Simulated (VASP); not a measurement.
# SiC (Cmc2_1) in VASP: a series of runs

The runs below take SiC through single point, relaxation of the atoms, with PBEsol.

Everything below comes from runs of VASP 6.6.1. Logs are shortened: lines on timing, memory, paths and dates and some standing lists are left out, and cuts for length are marked.

## 1. The cell of the first run

The structure is orthorhombic, space group Cmc2_1 (No. 36). The conventional cell has a = 3.107 Å, b = 5.315 Å, c = 5.044 Å, α = 90.00°, β = 90.00°, γ = 90.00°. Si (site symmetry m) has 4 C at 1.88 to 1.90 Å within 2.5 Å. Within 2.5 Å of C (site symmetry m) lie 4 Si at 1.88 to 1.90 Å.

## 2. Single point, PBEsol (strained cell)

INCAR reads:

```
SYSTEM = SiC
  PREC = Accurate
  ENCUT = 600
  EDIFF = 1E-6
  ISMEAR = 0
  SIGMA = 0.02
  LREAL = .False.
  LASPH = .True.
  NELM = 120
  ALGO = Normal
  ISIF = 2
  LWAVE = .False.
  LCHARG = .True.
  GGA = PS
  LELF = .True.
  LVHAR = .True.
  NBANDS = 16
  GGA_COMPAT = .False.
```

KPOINTS reads:

```
Automatic mesh
0
Gamma
  8 8 6
  0 0 0
```

POSCAR reads:

```
SiC
1.0
    3.1067621217      0.0000000000      0.0000000000
   -1.5533810608      2.6576957723      0.0000000000
    0.0000000000      0.0000000000      5.0437866280
Si C
2 2
Direct
    0.3332393286      0.6664786572     -0.0006694553
    0.6667606714      0.3335213428      0.4993305447
    0.3322623154      0.6645246307      0.3756694553
    0.6677376846      0.3354753693      0.8756694553
```

Potentials or basis: VASP PAW PBE potentials, release 64 (Si, C).

Command:

```bash
> cat potpaw_PBE.64/Si/POTCAR potpaw_PBE.64/C/POTCAR > POTCAR
> mpirun -np 1 vasp_std > vasp.out
```

OUTCAR:

```text
SYSTEM = SiC
   PREC = Accurate
   ENCUT = 600
   EDIFF = 1E-6
   ISMEAR = 0
   LREAL = .False.
   LASPH = .True.
   NELM = 120
   ISIF = 2
   GGA = PS

 ion  position               nearest neighbor table
   1  0.333  0.666  0.999-   4 1.88   4 1.89   4 1.89   3 1.90   2 3.08   2 3.08   2 3.09   2 3.09
                             2 3.09   2 3.09
   2  0.667  0.334  0.499-   3 1.88   3 1.89   3 1.89   4 1.90   1 3.08   1 3.08   1 3.09   1 3.09
                             1 3.09   1 3.09
   3  0.332  0.665  0.376-   2 1.88   2 1.89   2 1.89   1 1.90
   4  0.668  0.335  0.876-   1 1.88   1 1.89   1 1.89   2 1.90

  Warning from LATTYP: Monoclinic adjustment (A1->A3, A2->A1, A3->A2)!
  LATTYP: Found a base centered orthorhombic cell.
 ALAT       =     3.1067621217
 B/A-ratio  =     1.7109103743
 C/A-ratio  =     1.6234865852

  Lattice vectors:

 A1 = (   1.5533810608,  -2.6576957723,   0.0000000000)
 A2 = (   1.5533810609,   2.6576957723,   0.0000000000)
 A3 = (   0.0000000000,   0.0000000000,   5.0437866280)

Analysis of symmetry for initial positions (statically):
=====================================================================
 Subroutine PRICEL returns:
 Original cell was already a primitive cell.

 Routine SETGRP: Setting up the symmetry group for a
 base centered orthorhombic supercell.

 Subroutine GETGRP returns: Found  4 space group operations
 (whereof  2 operations were pure point group operations)
 out of a pool of  8 trial point group operations.

The static configuration has the point symmetry C_1h.
 The point group associated with its full space group is C_2v.

Analysis of symmetry for dynamics (positions and initial velocities):
=====================================================================
 Subroutine PRICEL returns:
 Original cell was already a primitive cell.

 Routine SETGRP: Setting up the symmetry group for a
 base centered orthorhombic supercell.

 Subroutine GETGRP returns: Found  4 space group operations
 (whereof  2 operations were pure point group operations)
 out of a pool of  8 trial point group operations.

The dynamic configuration has the point symmetry C_1h.
 The point group associated with its full space group is C_2v.

 Subroutine INISYM returns: Found  4 space group operations
 (whereof  2 operations are pure point group operations),
 and found     1 'primitive' translations

----------------------------------------------------------------------------------------

                                     Primitive cell

  volume of cell :      41.6457

  direct lattice vectors                    reciprocal lattice vectors
     3.106762122  0.000000000  0.000000000     0.321878522  0.188132895  0.000000000
    -1.553381061  2.657695772  0.000000000     0.000000000  0.376265790  0.000000000
     0.000000000  0.000000000  5.043786628     0.000000000  0.000000000  0.198263740

  length of vectors
     3.106762122  3.078366375  5.043786628     0.372826728  0.376265790  0.198263740

  position of ions in fractional coordinates (direct lattice)
     0.333239329  0.666478657  0.999330545
     0.666760671  0.333521343  0.499330545
     0.332262315  0.664524631  0.375669455
     0.667737685  0.335475369  0.875669455

  ion indices of the primitive-cell ions
   primitive index   ion index
                 1           1
                 2           2
                 3           3
                 4           4

----------------------------------------------------------------------------------------

 KPOINTS: Automatic mesh

Automatic generation of k-mesh.
 Grid dimensions read from file:
 generate k-points for:    8    8    6

 Generating k-lattice:

  Cartesian coordinates                     Fractional coordinates (reciprocal lattice)
     0.040234815  0.023516612  0.000000000     0.125000000  0.000000000  0.000000000
     0.000000000  0.047033224  0.000000000     0.000000000  0.125000000  0.000000000
     0.000000000  0.000000000  0.033043957     0.000000000  0.000000000  0.166666667

  Length of vectors
     0.046603341  0.047033224  0.033043957

  Shift w.r.t. Gamma in fractional coordinates (k-lattice)
     0.000000000  0.000000000  0.000000000

 Subroutine IBZKPT returns following result:
 ===========================================

 Found     84 irreducible k-points:

 Following reciprocal coordinates:
            Coordinates               Weight
  0.000000  0.000000  0.000000      1.000000
  0.125000  0.000000  0.000000      4.000000
  0.250000  0.000000  0.000000      4.000000
  0.375000  0.000000  0.000000      4.000000
  0.500000  0.000000  0.000000      2.000000
  0.000000  0.125000  0.000000      2.000000
[... 16 lines left out ...]
  0.125000  0.000000  0.166667      8.000000
  0.250000  0.000000  0.166667      8.000000
 [... further k-points ...]
   k-points           NKPTS =     84   k-points in BZ     NKDIM =     84   number of bands    NBANDS=     16
[... 30 lines left out ...]
   EMIN   =  10.00;   EMAX   =-10.00  energy-range for DOS
   EFERMI =   0.00;   METHOD = LEGACY
   ISMEAR =     0;   SIGMA  =   0.02  broadening in eV -4-tet -1-fermi 0-gaus
   EFERMI_NEDOS =   21; number of points for ismear=-14 and -15
   IALGO  =     38    algorithm
   IMIX   =      4    mixing-type and parameters
     AMIX     =   0.40;   BMIX     =  1.00
     AMIX_MAG =   1.60;   BMIX_MAG =  1.00
  volume/ion in A,a.u.               =      10.41        70.26
  Fermi-wavevector in a.u.,A,eV,Ry     =   1.190122  2.249005 19.271163  1.416390
  Thomas-Fermi vector in A             =   2.326214
   LORBIT       =      0    0 simple, 1 ext, 2 COOP (PROOUT), +10 PAW based schemes
   GGA     = PS    functional components
   LHFCALC =     F    Hartree Fock is set to
   AEXX    =    0.0000 exact exchange contribution
   IVDW    =     0    specifies the selected vdW correction
   LEPSILON=     F    determine dielectric tensor
   LRPA    =     F    only Hartree local field effects (RPA)
 non-spin polarized calculation
 Gauss-broadening in eV      SIGMA  =   0.02
  energy-cutoff  :      600.00
  volume of cell :       41.65
 maximum number of plane-waves:      1406
 NGX is ok and might be reduce to    28
   NGX = 13   NGY = 13   NGZ = 21

 number of electron      16.0000001 magnetization

 Free energy of the ion-electron system (eV)
  ---------------------------------------------------
  ext. energy  EPLUGINS =         0.00000000
  ---------------------------------------------------
  free energy    TOTEN  =       -31.81779916 eV

  energy without entropy =      -31.81779916  energy(sigma->0) =      -31.81779916

 E-fermi :   8.2599     XC(G=0): -11.4696

 val. band max:        8.1716739584   @ k =   0.0000   0.0000   0.0000
 cond. band min:      10.5120682282   @ k =   0.2500   0.3750   0.0000
 fundamental gap:      2.3403942698
 Fermi energy:         8.2598698642

 k-point     1 :       0.0000    0.0000    0.0000
  band No.  band energies     occupation
      1      -7.4042      2.00000
      2      -3.7907      2.00000
      3      -0.5765      2.00000
      4       6.7112      2.00000
      5       6.8482      2.00000
      6       8.0521      2.00000
[... 8 lines left out ...]
     15      17.0375      0.00000
     16      19.3179      0.00000

 k-point     2 :       0.1250    0.0000    0.0000
  band No.  band energies     occupation
      1      -7.1367      2.00000
      2      -3.5643      2.00000
      3      -0.3309      2.00000
      4       5.3527      2.00000
      5       6.3865      2.00000
      6       7.1335      2.00000
[... 8 lines left out ...]
     15      17.6153      0.00000
     16      17.8282      0.00000

 k-point     3 :       0.2500    0.0000    0.0000
  band No.  band energies     occupation
      1      -6.3517      2.00000
      2      -2.9410      2.00000
      3       0.3394      2.00000
      4       2.9430      2.00000
      5       5.1452      2.00000
      6       5.6230      2.00000
[... 8 lines left out ...]
     15      18.0227      0.00000
     16      18.8314      0.00000
[... 362 lines left out ...]
 k-point    23 :       0.1250    0.0000    0.1667
  band No.  band energies     occupation
      1      -7.0010      2.00000
      2      -4.1109      2.00000
      3       0.4245      2.00000
      4       5.4592      2.00000
      5       6.4721      2.00000
      6       6.7164      2.00000
[... 8 lines left out ...]
     15      17.3645      0.00000
     16      18.4451      0.00000

 k-point    24 :       0.2500    0.0000    0.1667
  band No.  band energies     occupation
      1      -6.2187      2.00000
      2      -3.4379      2.00000
      3       0.9473      2.00000
      4       3.1538      2.00000
      5       4.7484      2.00000
      6       5.7209      2.00000
[... 8 lines left out ...]
     15      18.6811      0.00000
     16      18.8936      0.00000

 [... further k-points ...]

------------------------ aborting loop because EDIFF is reached ----------------------------------------

  FORCE on cell =-STRESS in cart. coord.  units (eV):
  Direction    XX          YY          ZZ          XY          YZ          ZX
  --------------------------------------------------------------------------------------
  -------------------------------------------------------------------------------------
  Total       -1.1493689      0.0820928      0.0476158      0.0000000      0.0000000      0.0000000
  in kB      -44.2180955      3.1582457      1.8318577      0.0000000      0.0000000      0.0000000
  external PRESSURE =     -13.0759974 kB  Pullay stress =       0.0000000 kB

 VOLUME and BASIS-vectors are now :
 -----------------------------------------------------------------------------
  energy-cutoff  :      600.00
  volume of cell :       41.65
      direct lattice vectors                 reciprocal lattice vectors
     3.106762122  0.000000000  0.000000000     0.321878522  0.188132895  0.000000000
    -1.553381061  2.657695772  0.000000000     0.000000000  0.376265790  0.000000000
     0.000000000  0.000000000  5.043786628     0.000000000  0.000000000  0.198263740

 POSITION                                       TOTAL-FORCE (eV/Angst)
 -----------------------------------------------------------------------------------
      0.00000      1.77130      5.04041        -0.000000     -0.000628      0.000240
      1.55338      0.88640      2.51852         0.000000      0.000628      0.000240
      0.00000      1.76610      1.89480        -0.000000     -0.000782     -0.000240
      1.55338      0.89159      4.41669         0.000000      0.000782     -0.000240
 -----------------------------------------------------------------------------------
    total drift:                                0.000000      0.000000      0.000307

  FREE ENERGIE OF THE ION-ELECTRON SYSTEM (eV)
  ---------------------------------------------------
  free  energy   TOTEN  =       -31.8177991604 eV

  energy  without entropy=      -31.8177991604  energy(sigma->0) =      -31.81779916
```

It took 1.7 min on 1 thread of Intel Xeon 8259CL, shared host; peak memory 0.21 GiB.

What came out:

- Free energy: -31.8178 eV
- Pressure: -1.3 GPa
- Band gap on the k mesh: 2.34 eV (least direct gap 3.75 eV)

Levels at points of the mesh, in eV from the valence-band top:
```
           k point  band 5  band 6  band 7  band 8  band 9  band 10  band 11  band 12
(0.00, 0.00, 0.00)   -1.32   -0.12   -0.10    0.00    4.56     6.10     6.39     6.58
(0.50, 0.00, 0.00)   -5.51   -3.38   -3.33   -1.19    2.64     4.14     6.78     7.04
(0.00, 0.50, 0.00)   -5.46   -3.52   -3.33   -1.34    2.41     4.04     6.55     6.83
(0.00, 0.00, 0.50)   -0.84   -0.84   -0.72   -0.72    5.66     5.66     7.08     7.08
(0.50, 0.00, 0.50)   -2.45   -2.45   -2.35   -2.35    3.16     3.16     5.13     5.13
(0.00, 0.50, 0.50)   -2.62   -2.62   -2.34   -2.34    3.06     3.06     5.07     5.07
```

Caveat: the cell differs from its parent crystal (strained cell); the PAW data sets were made with another functional, which shifts forces and pressure a little. A k mesh can miss the band edges.

## 3. Single point, PBEsol (strained cell)

INCAR reads:

```
SYSTEM = SiC
PREC     = Accurate       ! precision mode
ENCUT    = 600            ! plane-wave cutoff, eV
EDIFF    = 1E-6           ! SCF threshold, eV
ISMEAR   = 0              ! smearing method
SIGMA    = 0.02           ! smearing width, eV
LREAL    = .FALSE.        ! projectors in reciprocal space
LASPH    = .TRUE.         ! aspherical terms in the spheres
NELM     = 120            ! most SCF steps
ALGO     = Normal         ! electronic algorithm
ISIF     = 2              ! what is computed and relaxed
LWAVE    = .FALSE.        ! write WAVECAR
LCHARG   = .FALSE.        ! write CHGCAR
GGA      = PS             ! functional
NBANDS   = 16             ! bands
GGA_COMPAT= .FALSE.
```

KPOINTS reads:

```
regular mesh
0
G
  8 8 6
  0 0 0
```

POSCAR reads:

```
SiC
1.0
    3.1067621217      0.0000000000      0.0000000000
   -1.5533810608      2.6594773108      0.0000000000
    0.0000000000      0.0000000000      5.0427275635
Si C
2 2
Direct
    0.3332408351      0.6664816703     -0.0007006068
    0.6667591649      0.3335183297      0.4992993932
    0.3323294327      0.6646588653      0.3757006068
    0.6676705673      0.3353411347      0.8757006068
```

Potentials or basis: VASP PAW PBE potentials, release 64 (Si, C).

Command:

```bash
> cat potpaw_PBE.64/Si/POTCAR potpaw_PBE.64/C/POTCAR > POTCAR
> mpirun -np 1 vasp_std > vasp.out
```

It took 91 s on 1 thread of Intel Xeon 8259CL, shared host; peak memory 0.21 GiB.

The run converged. Its results:

```yaml
Free_energy: -31.8178 eV
Pressure: -1.4 GPa
Band_gap_on_the_k_mesh: 2.35 eV (least direct gap 3.74 eV)
```

Stress tensor (GPa, compression positive):
```
-4.48  0.00  0.00
 0.00  0.00  0.00
 0.00  0.00  0.26
```

Levels at points of the mesh, in eV from the valence-band top:
```
           k point  band 6  band 7  band 8  band 9  band 10  band 11
(0.00, 0.00, 0.00)   -0.11   -0.10    0.00    4.55     6.11     6.39
(0.50, 0.00, 0.00)   -3.38   -3.33   -1.18    2.64     4.15     6.77
(0.00, 0.50, 0.00)   -3.51   -3.32   -1.33    2.42     4.05     6.56
(0.00, 0.00, 0.50)   -0.83   -0.72   -0.72    5.66     5.66     7.09
(0.50, 0.00, 0.50)   -2.45   -2.35   -2.35    3.17     3.17     5.13
(0.00, 0.50, 0.50)   -2.61   -2.33   -2.33    3.07     3.07     5.07
```

Caveat: the cell differs from its parent crystal (strained cell); the PAW data sets were made with another functional, which shifts forces and pressure a little. A k mesh can miss the band edges.

## 4. Single point, PBEsol (strained cell)

INCAR reads:

```
SYSTEM = SiC
PREC = Accurate
ENCUT = 600
EDIFF = 1E-6
ISMEAR = 0
SIGMA = 0.02
LREAL = .False.
LASPH = .True.
NELM = 120
ALGO = Normal
ISIF = 2
LWAVE = .False.
LCHARG = .False.
GGA = PS
NBANDS = 16
GGA_COMPAT = .False.
```

KPOINTS reads:

```
regular mesh
0
Gamma
  8 8 6
  0 0 0
```

POSCAR reads:

```
SiC
1.0
    3.1067621217      0.0000000000      0.0000000000
   -1.5533810608      2.6582745053      0.0000000000
    0.0000000000      0.0000000000      5.0433807684
Si C
2 2
Direct
    0.3332370707      0.6664741414     -0.0006815620
    0.6667629293      0.3335258586      0.4993184380
    0.3322875305      0.6645750610      0.3756815620
    0.6677124695      0.3354249390      0.8756815620
```

Command:

```bash
> cat potpaw_PBE.64/Si/POTCAR potpaw_PBE.64/C/POTCAR > POTCAR
> mpirun -np 1 vasp_std > vasp.out
```

It took 96 s on 1 thread of Intel Xeon 8259CL, shared host; peak memory 0.21 GiB.

It converged, with:

- Free energy: -31.8178 eV
- Pressure: -1.3 GPa
- Band gap on the k mesh: 2.34 eV (least direct gap 3.75 eV)

Stress tensor (GPa, compression positive):
```
-4.44  0.00  0.00
 0.00  0.21  0.00
 0.00  0.00  0.21
```

Levels at points of the mesh, in eV from the valence-band top:
| k point | band 6 | band 7 | band 8 | band 9 | band 10 | band 11 |
| --- | --- | --- | --- | --- | --- | --- |
| (0.00, 0.00, 0.00) | -0.12 | -0.10 | 0.00 | 4.55 | 6.10 | 6.39 |
| (0.50, 0.00, 0.00) | -3.38 | -3.33 | -1.18 | 2.64 | 4.15 | 6.78 |
| (0.00, 0.50, 0.00) | -3.51 | -3.32 | -1.33 | 2.41 | 4.04 | 6.55 |
| (0.00, 0.00, 0.50) | -0.84 | -0.72 | -0.72 | 5.66 | 5.66 | 7.08 |
| (0.50, 0.00, 0.50) | -2.45 | -2.35 | -2.35 | 3.16 | 3.16 | 5.13 |
| (0.00, 0.50, 0.50) | -2.62 | -2.33 | -2.33 | 3.06 | 3.06 | 5.07 |

Caveat: the cell differs from its parent crystal (strained cell); the PAW data sets were made with another functional, which shifts forces and pressure a little.

## 5. Relaxation of the atoms, PBEsol (strained cell)

INCAR reads:

```
SYSTEM = SiC
  PREC = Accurate
  ENCUT = 520
  EDIFF = 1E-7
  ISMEAR = 0
  SIGMA = 0.02
  LREAL = .False.
  LASPH = .True.
  NELM = 120
  ALGO = Normal
  ISIF = 2
  LWAVE = .False.
  LCHARG = .False.
  GGA = PS
  IBRION = 2
  NSW = 60
  EDIFFG = -0.002
  GGA_COMPAT = .False.
  NELMIN = 4
```

KPOINTS is that of step 4.

POSCAR reads:

```
SiC
1.0
    3.1067621217      0.0000000000      0.0000000000
   -1.5533810608      2.6572362214      0.0000000000
    0.0000000000      0.0000000000      5.0351503178
Si C
2 2
Direct
    0.3333333333      0.6666666667     -0.0004136515
    0.6666666667      0.3333333333      0.4995863485
    0.3333333333      0.6666666667      0.3754136515
    0.6666666667      0.3333333333      0.8754136515
```

Command:

```bash
> cat potpaw_PBE.64/Si/POTCAR potpaw_PBE.64/C/POTCAR > POTCAR
> mpirun -np 1 vasp_std > vasp.out
```

It took 2.7 min on 1 thread of Intel Xeon 8259CL, shared host; peak memory 0.18 GiB.

It converged, with:

| Quantity | Value |
| --- | --- |
| Free energy | -31.8152 eV |
| Energy gained by relaxing | 0.2 meV/atom |
| Ionic steps | 8 |
| Pressure after relaxing | -0.8 GPa |
| Band gap on the k mesh | 2.35 eV (least direct gap 3.74 eV) |

Stress tensor (GPa, compression positive):
```
-4.17  0.00  0.00
 0.00  0.63  0.00
 0.00  0.00  1.26
```

The path:
```tsv
step	energy change (eV)	largest force (eV/Å)	pressure (GPa)
1	0.0000	0.1342	-0.74
2	-0.0005	0.0951	-0.77
3	-0.0009	0.0118	-0.76
4	-0.0009	0.0098	-0.76
5	-0.0010	0.0040	-0.76
6	-0.0010	0.0034	-0.76
7	-0.0010	0.0060	-0.76
8	-0.0010	0.0001	-0.76
```

Final structure:
```
Si C
1.0
     3.10676    0.00000    0.00000
    -1.55338    2.65724    0.00000
     0.00000    0.00000    5.03515
Si C
2 2
Direct
  0.33324 0.66648 0.99924
  0.66676 0.33352 0.49924
  0.33223 0.66447 0.37576
  0.66777 0.33553 0.87576
```

Levels at points of the mesh, in eV from the valence-band top:
```csv
k point,band 5,band 6,band 7,band 8,band 9,band 10,band 11,band 12
"(0.00, 0.00, 0.00)",-1.33,-0.10,-0.10,0.00,4.55,6.14,6.38,6.58
"(0.50, 0.00, 0.00)",-5.51,-3.39,-3.33,-1.18,2.64,4.16,6.80,7.04
"(0.00, 0.50, 0.00)",-5.46,-3.53,-3.33,-1.34,2.40,4.05,6.56,6.84
"(0.00, 0.00, 0.50)",-0.85,-0.85,-0.72,-0.72,5.66,5.66,7.08,7.08
"(0.50, 0.00, 0.50)",-2.46,-2.46,-2.34,-2.34,3.17,3.17,5.14,5.14
"(0.00, 0.50, 0.50)",-2.63,-2.63,-2.33,-2.33,3.07,3.07,5.08,5.08
```

Caveat: the cell differs from its parent crystal (strained cell); the PAW data sets were made with another functional, which shifts forces and pressure a little.

## 6. The runs side by side

| task | cell | cutoff (eV) | gap on the mesh (eV) | pressure (GPa) |
| --- | --- | --- | --- | --- |
| single point | a = 3.107, b = 3.078, c = 5.044 Å, angles 90.0, 90.0, 120.3°, 4 atoms, atomic positions A | 600 | 2.34 | -1.3 |
| single point | a = 3.107, b = 3.080, c = 5.043 Å, angles 90.0, 90.0, 120.3°, 4 atoms, atomic positions B | 600 | 2.35 | -1.4 |
| single point | a = 3.107, b = 3.079, c = 5.043 Å, angles 90.0, 90.0, 120.3°, 4 atoms, atomic positions A | 600 | 2.34 | -1.3 |
| relaxation of the atoms | atoms relaxed from a = 3.107, b = 3.078, c = 5.035 Å, angles 90.0, 90.0, 120.3°, 4 atoms, atomic positions C | 520 | 2.35 | -0.8 |

Alike in all rows: level PBEsol; potentials or basis VASP PAW PBE potentials, release 64 (Si, C); no spin polarisation; k mesh 8 × 8 × 6; smearing gaussian 0.02 eV.

Caveats: the PAW data sets were made with another functional, which shifts forces and pressure a little.

Total energies depend on the potentials used, so only differences within one code and one set of settings carry meaning.
